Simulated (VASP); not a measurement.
Mg3Cd2Se5, 10 atoms in the cell. It takes space group I4/mmm (No. 139, tetragonal). Conventional cell: a = 3.965 Å, b = 3.965 Å, c = 28.095 Å, α = 90.00°, β = 90.00°, γ = 90.00°. Mg (site symmetry 4mm) has 6 Se at 2.73 to 2.80 Å within 3.6 Å. Mg (site symmetry 4/mmm) has 6 Se at 2.73 to 2.80 Å within 3.6 Å. Within 3.7 Å of Cd (site symmetry 4mm) lie 6 Se at 2.80 to 2.92 Å. Se (site symmetry 4mm) has 5 Cd at 2.80 to 2.92 Å and 1 Mg at 2.80 Å within 3.7 Å. Se (site symmetry 4mm) has 5 Mg at 2.73 to 2.80 Å and 1 Cd at 2.87 Å within 3.6 Å. Se (site symmetry 4/mmm) has 6 Mg at 2.73 to 2.80 Å within 3.6 Å. 

```yaml
Program: VASP 6.6.1
Task: single point
Functional: PBE
Potentials_or_basis: VASP PAW PBE potentials, release 64 (Mg, Cd, Se)
Cutoff: 520 eV
k_mesh: 4 × 4 × 4
Occupations: gaussian, width 0.1 eV
Spin: no spin polarisation
Dipole_correction: no
Further_INCAR_settings: ALGO = Normal; EDIFF = 1e-06; NBANDS = 41
```

Potentials or basis: VASP PAW PBE potentials, release 64 (Mg, Cd, Se).

Command:

```console
$ cat potpaw_PBE.64/Mg/POTCAR potpaw_PBE.64/Cd/POTCAR potpaw_PBE.64/Se/POTCAR > POTCAR
$ mpirun -np 1 vasp_std > vasp.out
```

Hardware: 1 thread of Intel(R) Xeon(R) Platinum 8488C (Sapphire Rapids) (shared host).

Estimate the wall time of this run.

Run time: 86 s on 1 thread of Intel(R) Xeon(R) Platinum 8488C (Sapphire Rapids), with other jobs on the host, peak memory 0.35 GiB. Counts: scf iterations 14, k points 13.
